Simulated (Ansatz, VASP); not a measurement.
This is a calculation of Pt for Ansatz 0.2.0.

The input input.yaml:

```yaml
crystal:
  lattice:
    - [0.0, 1.9609, 1.9609]
    - [1.9609, 0.0, 1.9609]
    - [1.9609, 1.9609, 0.0]
  atoms:
    - { symbol: Pt, position: [0.0, 0.0, 0.0] }
hamiltonian:
  xc: revpbe
  pseudopotentials: { kind: paw }
  dispersion: d3bj
kpoints:
  mp_grid: { grid: [12, 12, 12] }
scf:
  occupations: { method: fermi_dirac, width: 0.05 }
output:
  forces: true
  stress: true
relax:
  f_tol: 0.01
  max_steps: 40
  cell: { stress_tol: 0.05 }
```

Potentials or basis: Ansatz PAW.

The run is started by

```sh
$ ansatz run input.yaml --threads 2 --pin off --max-ram 5632MiB --backend cpu --events-out ev --progress --plain --runs-dir out
```

Task: Set up the same calculation for VASP 6.6.1. Potentials there: VASP PAW PBE potentials, release 64 (Pt).

Result: As run (the cutoff follows the program's own potentials):

INCAR

```
PREC     = Accurate       # precision mode
ENCUT    = 600            # plane-wave cutoff, eV
EDIFF    = 1E-6           # SCF threshold, eV
ISMEAR   = -1             # smearing method
SIGMA    = 0.05           # smearing width, eV
LREAL    = False          # projectors in reciprocal space
LASPH    = True           # aspherical terms in the spheres
NELM     = 80             # most SCF steps
ALGO     = Normal         # electronic algorithm
ISIF     = 3              # what is computed and relaxed
LWAVE    = False          # write WAVECAR
LCHARG   = False          # write CHGCAR
GGA      = RE             # functional
IVDW     = 12             # dispersion correction
IBRION   = 2              # ionic algorithm
NSW      = 60             # ionic steps
EDIFFG   = -0.01          # ionic threshold
```

The input KPOINTS:

```
regular mesh
0
Gamma
  12 12 12
```

POSCAR

```
Pt
1.0
    0.0000000000      1.9609000000      1.9609000000
    1.9609000000      0.0000000000      1.9609000000
    1.9609000000      1.9609000000      0.0000000000
Pt
1
Direct
    0.0000000000      0.0000000000      0.0000000000
```

Potentials or basis: VASP PAW PBE potentials, release 64 (Pt).

Run with:

```sh
$ cat potpaw_PBE.64/Pt/POTCAR > POTCAR
$ mpirun -np 1 vasp_std > vasp.out
```

Both were run:

|  | VASP | Ansatz | Ansatz less VASP |
| --- | --- | --- | --- |
| relaxed volume (Å³/atom) | 14.89 | 14.91 | +0.023 |
| relaxed cell length with the largest relative difference (Å) | 2.762 | 2.763 | +0.0014 |

VASP's potentials were made for PBE, not for revPBE. VASP's potentials hold 10 valence electrons a cell and Ansatz's 18, so a difference there can come from the potentials and not from the codes.

Neither program's run includes spin-orbit coupling. Noted on Ansatz's run: the plane-wave basis is chosen anew once the cell has moved, so the energies of steps on either side of that aren't comparable.
